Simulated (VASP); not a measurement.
# Pb (I4/mmm) in VASP: further runs, part 2 of 2

VASP 6.6.1. Earlier steps stand in the parts before.

## 4. Single point, PBEsol (strain -0.025 along x and y, -0.050 along z)

Contents of INCAR:

```
SYSTEM = Pb
PREC     = Accurate       ! precision mode
ENCUT    = 520            ! plane-wave cutoff, eV
EDIFF    = 1E-6           ! SCF threshold, eV
ISMEAR   = 0              ! smearing method
SIGMA    = 0.15           ! smearing width, eV
LREAL    = .False.        ! projectors in reciprocal space
LASPH    = .True.         ! aspherical terms in the spheres
NELM     = 60             ! most SCF steps
ALGO     = Normal         ! electronic algorithm
ISIF     = 2              ! what is computed and relaxed
LWAVE    = .False.        ! write WAVECAR
LCHARG   = .False.        ! write CHGCAR
GGA      = PS             ! functional
NBANDS   = 13             ! bands
```

Contents of KPOINTS:

```
Automatic mesh
0
Gamma
  16 16 16
  0 0 0
```

Contents of POSCAR:

```
Pb
1.0
    0.0000000000      2.4080550000      2.3463100000
    2.4080550000      0.0000000000      2.3463100000
    2.4080550000      2.4080550000      0.0000000000
Pb
1
Direct
    0.0000000000      0.0000000000      0.0000000000
```

Potentials or basis: VASP PAW PBE potentials, release 64 (Pb_d).

Command:

```console
cat potpaw_PBE.64/Pb_d/POTCAR > POTCAR
mpirun -np 1 vasp_std > vasp.out
```

OUTCAR:

```text
SYSTEM = Pb
   PREC = Accurate
   ENCUT = 520
   EDIFF = 1E-6
   ISMEAR = 0
   LREAL = .False.
   LASPH = .True.
   NELM = 60
   ISIF = 2
   GGA = PS

 ion  position               nearest neighbor table
   1  0.000  0.000  0.000-

  LATTYP: Found a body centered tetragonal cell.
 ALAT       =     3.4055040399
 C/A-ratio  =     1.3779516762

  Lattice vectors:

 A1 = (   0.0000000000,  -2.4080550000,  -2.3463100000)
 A2 = (   0.0000000000,   2.4080550000,  -2.3463100000)
 A3 = (   2.4080550000,   0.0000000000,   2.3463100000)

Analysis of symmetry for initial positions (statically):
=====================================================================
 Subroutine PRICEL returns:
 Original cell was already a primitive cell.

 Routine SETGRP: Setting up the symmetry group for a
 body centered tetragonal supercell.

 Subroutine GETGRP returns: Found 16 space group operations
 (whereof 16 operations were pure point group operations)
 out of a pool of 16 trial point group operations.

The static configuration has the point symmetry D_4h.

Analysis of symmetry for dynamics (positions and initial velocities):
=====================================================================
[... 163 lines left out ...]

 k-point     1 :       0.0000    0.0000    0.0000
  band No.  band energies     occupation
      1      -8.7254      2.00000
      2      -8.7254      2.00000
      3      -8.6829      2.00000
      4      -8.5340      2.00000
      5      -8.4959      2.00000
      6      -4.1806      2.00000
      7      16.6232      0.00000
      8      16.6914      0.00000
      9      16.6914      0.00000
     10      18.1924      0.00000
     11      21.0927      0.00000
     12      21.7015      0.00000
     13      21.7119      0.00000
[... 354 lines left out ...]
  band No.  band energies     occupation
      1      -8.7283      2.00000
      2      -8.7074      2.00000
      3      -8.6599      2.00000
      4      -8.5422      2.00000
      5      -8.4913      2.00000
      6      -3.9601      2.00000
      7      14.7852      0.00000
      8      15.4967      0.00000
      9      16.7975      0.00000
     10      18.1434      0.00000
     11      21.3258      0.00000
     12      21.7687      0.00000
     13      22.1379      0.00000

 [... further k-points ...]
[... 5 lines left out ...]
  --------------------------------------------------------------------------------------
  -------------------------------------------------------------------------------------
  Total        0.9697662      0.9697662      1.0483560      0.0000000      0.0000000      0.0000000
  in kB       57.0991241     57.0991241     61.7264297      0.0000000      0.0000000      0.0000000
  external PRESSURE =      58.6415593 kB  Pullay stress =       0.0000000 kB

 VOLUME and BASIS-vectors are now :
 -----------------------------------------------------------------------------
  energy-cutoff  :      520.00
  volume of cell :       27.21
      direct lattice vectors                 reciprocal lattice vectors
     0.000000000  2.408055000  2.346310000    -0.207636453  0.207636453  0.213100571
     2.408055000  0.000000000  2.346310000     0.207636453 -0.207636453  0.213100571
     2.408055000  2.408055000  0.000000000     0.207636453  0.207636453 -0.213100571

 POSITION                                       TOTAL-FORCE (eV/Angst)
 -----------------------------------------------------------------------------------
      0.00000      0.00000      0.00000         0.000000      0.000000      0.000000
 -----------------------------------------------------------------------------------
    total drift:                               -0.000000     -0.000000     -0.000000

  FREE ENERGIE OF THE ION-ELECTRON SYSTEM (eV)
  ---------------------------------------------------
  free  energy   TOTEN  =        -3.9559644017 eV

  energy  without entropy=       -3.9510488609  energy(sigma->0) =       -3.95350663
```

Run time: 42 s. Hardware: 1 thread of Intel Xeon 6975P-C (Granite Rapids), shared host; peak memory 0.24 GiB.

Results:

```
Free energy            : -3.9560 eV
Pressure               : 5.9 GPa
Band gap on the k mesh : zero (band 7 reaches 16.62 eV, above the bottom of band 8 at 6.39 eV)
```

Caveat: the cell differs from its parent crystal (strain -0.025 along x and y, -0.050 along z); the PAW data sets were made with another functional, which shifts forces and pressure a little; spin-orbit coupling is left out, which moves the levels of the heavy elements.

## 5. Single point, PBEsol (strain -0.025 along x and y, +0.000 along z)

Contents of INCAR:

```
SYSTEM = Pb
PREC = Accurate
ENCUT = 520
EDIFF = 1E-6
ISMEAR = 0
SIGMA = 0.15
LREAL = .FALSE.
LASPH = .TRUE.
NELM = 100
ALGO = Fast
ISIF = 2
LWAVE = .FALSE.
LCHARG = .FALSE.
GGA = PS
NBANDS = 13
```

Contents of KPOINTS:

```
Automatic mesh
0
G
  16 16 16
  0 0 0
```

Contents of POSCAR:

```
Pb
1.0
    0.0000000000      2.4080550000      2.4698000000
    2.4080550000      0.0000000000      2.4698000000
    2.4080550000      2.4080550000      0.0000000000
Pb
1
Direct
    0.0000000000      0.0000000000      0.0000000000
```

Command:

```console
cat potpaw_PBE.64/Pb_d/POTCAR > POTCAR
mpirun -np 1 vasp_std > vasp.out
```

Run time: 62 s. Hardware: 1 thread of Intel Xeon 6975P-C (Granite Rapids), shared host; peak memory 0.24 GiB.

It converged, with:

| Property | Result |
| --- | --- |
| Free energy | -3.9932 eV |
| Pressure | 2.5 GPa |
| Band gap on the k mesh | zero (band 7 reaches 15.61 eV, above the bottom of band 8 at 5.84 eV) |

Stress tensor (GPa, compression positive):
```
2.63 0.00 0.00
0.00 2.63 0.00
0.00 0.00 2.19
```

Levels at points of the mesh, in eV from the Fermi level:
```tsv
k point	band 4	band 5	band 6	band 7	band 8	band 9	band 10	band 11
(0.00, 0.00, 0.00)	-16.92	-16.89	-12.21	7.81	7.81	7.87	9.76	12.01
(0.50, 0.00, 0.00)	-16.75	-16.74	-8.23	-4.55	5.62	6.08	9.25	9.88
(0.50, 0.50, 0.00)	-16.71	-16.71	-6.89	-3.70	2.28	2.28	5.71	6.99
(0.50, 0.00, 0.50)	-16.72	-16.69	-6.57	-3.48	1.87	2.04	5.41	6.71
```

Caveat: the cell differs from its parent crystal (strain -0.025 along x and y, +0.000 along z); the PAW data sets were made with another functional, which shifts forces and pressure a little; spin-orbit coupling is left out, which moves the levels of the heavy elements.

## 6. Single point, PBEsol (strain -0.025 along x and y, +0.025 along z)

Contents of INCAR:

```
PREC = Accurate ; ENCUT = 520
EDIFF = 1E-6 ; ISMEAR = 0
SIGMA = 0.15 ; LREAL = F
LASPH = T ; NELM = 100
ALGO = Normal ; ISIF = 2
LWAVE = F ; LCHARG = F
GGA = PS ; NBANDS = 13
```

Contents of KPOINTS:

```
Automatic mesh
0
Gamma
  16 16 16
```

Contents of POSCAR:

```
Pb
1.0
    0.0000000000      2.4080550000      2.5315450000
    2.4080550000      0.0000000000      2.5315450000
    2.4080550000      2.4080550000      0.0000000000
Pb
1
Direct
    0.0000000000      0.0000000000      0.0000000000
```

Potentials or basis: VASP PAW PBE potentials, release 64 (Pb_d).

Command:

```console
cat potpaw_PBE.64/Pb_d/POTCAR > POTCAR
mpirun -np 1 vasp_std > vasp.out
```

Wall time 42 s (1 thread of Intel Xeon 6975P-C (Granite Rapids), shared host); peak memory 0.25 GiB.

It converged, with:

```
Free energy            : -3.9990 eV
Pressure               : 1.0 GPa
Band gap on the k mesh : zero (band 7 reaches 15.11 eV, above the bottom of band 8 at 5.54 eV)
```

Stress tensor (GPa, compression positive):
```
1.34 0.00 0.00
0.00 1.34 0.00
0.00 0.00 0.33
```

Levels at points of the mesh, in eV from the Fermi level:
| k point | band 3 | band 4 | band 5 | band 6 | band 7 | band 8 | band 9 | band 10 | band 11 | band 12 |
| --- | --- | --- | --- | --- | --- | --- | --- | --- | --- | --- |
| (0.00, 0.00, 0.00) | -17.01 | -16.91 | -16.85 | -12.02 | 7.62 | 7.62 | 7.70 | 9.79 | 11.72 | 12.68 |
| (0.50, 0.00, 0.00) | -17.00 | -16.75 | -16.72 | -8.19 | -4.41 | 5.25 | 6.17 | 9.32 | 9.49 | 11.26 |
| (0.50, 0.50, 0.00) | -16.74 | -16.70 | -16.70 | -7.10 | -3.70 | 2.48 | 2.48 | 5.85 | 7.11 | 18.96 |
| (0.50, 0.00, 0.50) | -16.75 | -16.72 | -16.67 | -6.50 | -3.30 | 1.69 | 2.02 | 5.26 | 6.56 | 17.88 |

Caveat: the cell differs from its parent crystal (strain -0.025 along x and y, +0.025 along z); the PAW data sets were made with another functional, which shifts forces and pressure a little; spin-orbit coupling is left out, which moves the levels of the heavy elements.

## 7. Overview

```tsv
cell	gap on the mesh (eV)	pressure (GPa)
a = 3.362, b = 3.362, c = 3.318 Å, angles 60.4, 60.4, 59.1°, 1 atom	none	7.9
a = 3.407, b = 3.407, c = 3.318 Å, angles 60.9, 60.9, 58.3°, 1 atom	none	5.9
a = 3.362, b = 3.362, c = 3.406 Å, angles 59.6, 59.6, 60.9°, 1 atom	none	5.9
a = 3.449, b = 3.449, c = 3.406 Å, angles 60.4, 60.4, 59.2°, 1 atom	none	2.5
a = 3.494, b = 3.494, c = 3.406 Å, angles 60.8, 60.8, 58.3°, 1 atom	none	1.0
```

Alike in all rows: task single point; level PBEsol; potentials or basis VASP PAW PBE potentials, release 64 (Pb_d); no spin polarisation; k mesh 16 × 16 × 16; cutoff (eV) 520; smearing gaussian 0.15 eV.

Caveats: the PAW data sets were made with another functional, which shifts forces and pressure a little; spin-orbit coupling is left out, which moves the levels of the heavy elements.

Absolute energies hang on the potentials; compare differences alone.
